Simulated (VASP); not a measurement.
Input of a VASP 6.6.1 run:

The input INCAR:

```
PREC     = Accurate       # precision mode
ENCUT    = 520            # plane-wave cutoff, eV
EDIFF    = 1E-8           # SCF threshold, eV
ISMEAR   = 0              # smearing method
SIGMA    = 0.01           # smearing width, eV
LREAL    = False          # projectors in reciprocal space
LASPH    = True           # aspherical terms in the spheres
NELM     = 60             # most SCF steps
ALGO     = Normal         # electronic algorithm
ISIF     = 2              # what is computed and relaxed
LWAVE    = False          # write WAVECAR
LCHARG   = False          # write CHGCAR
METAGGA  = R2SCAN         # meta-GGA
LMIXTAU  = True         
NBANDS   = 21             # bands
IBRION   = 6              # ionic algorithm
NFREE    = 2            
POTIM    = 0.015          # step
NSW      = 1              # ionic steps
```

The input KPOINTS:

```
regular mesh
0
Gamma
  8 8 8
```

Contents of POSCAR:

```
PbF2
1.0
    2.9882622602      2.9882622602      0.0000000000
   -2.9882622602      2.9882622602      0.0000000000
    0.0000000000      2.9882622602      2.9882622602
Pb F
1 2
Direct
    0.0000000000      0.0000000000      0.0000000000
    0.2500000000      0.7500000000      0.5000000000
    0.7500000000      0.2500000000      0.5000000000
```

Potentials or basis: VASP PAW PBE potentials, release 64 (Pb_d, F).

Launch:

```console
$ cat potpaw_PBE.64/Pb_d/POTCAR potpaw_PBE.64/F/POTCAR > POTCAR
$ mpirun -np 1 vasp_std > vasp.out
```

(1) What does it give for the highest phonon frequency at Γ, LO-TO splitting left out?

Results:

(1) 240 cm⁻¹.

Caveat: the cell stands under pressure or tension, which shifts response properties.
